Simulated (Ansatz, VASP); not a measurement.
# BaAgF3 in VASP and in Ansatz

The input INCAR:

```
SYSTEM = BaAgF3
PREC     = Accurate       ! precision mode
ENCUT    = 600            ! plane-wave cutoff, eV
EDIFF    = 1E-6           ! SCF threshold, eV
ISMEAR   = 0              ! smearing method
SIGMA    = 0.02           ! smearing width, eV
LREAL    = .False.        ! projectors in reciprocal space
LASPH    = .True.         ! aspherical terms in the spheres
NELM     = 100            ! most SCF steps
ALGO     = Normal         ! electronic algorithm
ISIF     = 3              ! what is computed and relaxed
LWAVE    = .False.        ! write WAVECAR
LCHARG   = .False.        ! write CHGCAR
GGA      = PE             ! functional
IBRION   = 2              ! ionic algorithm
NSW      = 100            ! ionic steps
EDIFFG   = -0.005         ! ionic threshold
```

KPOINTS

```
regular mesh
0
Gamma
  8 8 8
  0 0 0
```

File POSCAR:

```
BaAgF3
1.0
    4.5851770355      0.0000000000      0.0000000000
    0.0000000000      4.5851770355      0.0000000000
    0.0000000000      0.0000000000      4.5851770355
Ba Ag F
1 1 3
Direct
    0.0000000000      0.0000000000      0.0000000000
    0.5000000000      0.5000000000      0.5000000000
    0.0000000000      0.5000000000      0.5000000000
    0.5000000000      0.5000000000      0.0000000000
    0.5000000000      0.0000000000      0.5000000000
```

Input for Ansatz:

```yaml
crystal:
  lattice:
    - [4.5851770355, 0.0, 0.0]
    - [0.0, 4.5851770355, 0.0]
    - [0.0, 0.0, 4.5851770355]
  atoms:
    - { symbol: Ba, position: [0.0, 0.0, 0.0] }
    - { symbol: Ag, position: [0.5, 0.5, 0.5] }
    - { symbol: F, position: [0.0, 0.5, 0.5] }
    - { symbol: F, position: [0.5, 0.5, 0.0] }
    - { symbol: F, position: [0.5, 0.0, 0.5] }
basis:
  ecutwfc: 420
kpoints:
  mp_grid: { grid: [8, 8, 8] }
hamiltonian:
  xc: pbe
scf:
  occupations: { method: gaussian, width: 0.02 }
output:
  forces: true
  stress: true
  eigenvalues: true
relax:
  adjacent_minimum: "off"
  f_tol: 0.005
  max_steps: 80
  cell: { stress_tol: 0.05 }
```

Alike in both runs: task relaxation of cell and atoms; functional PBE; k mesh 8 × 8 × 8; occupations gaussian, width 0.02 eV; no spin polarisation.

```csv
,VASP,Ansatz
version,VASP 6.6.1,Ansatz 0.2.0
potentials or method,"VASP PAW PBE potentials, release 64 (Ba_sv, Ag, F), cutoff 600 eV","scalar-relativistic, plane waves, PAW"
valence electrons in the cell,42,50
```

```csv
,VASP,Ansatz,Ansatz less VASP
"gap on the k mesh at the Fermi level, each at its own relaxed structure (eV)",0.26,0.29,+0.035
relaxed volume (Å³/atom),19.19,19.20,+0.012
relaxed length of the cell vector where the two differ most in proportion (Å),4.578,4.579,+0.0010
```

VASP's potentials hold 42 valence electrons a cell and Ansatz's 50, so a difference there can come from the potentials and not from the codes.

Neither program's run includes spin-orbit coupling.
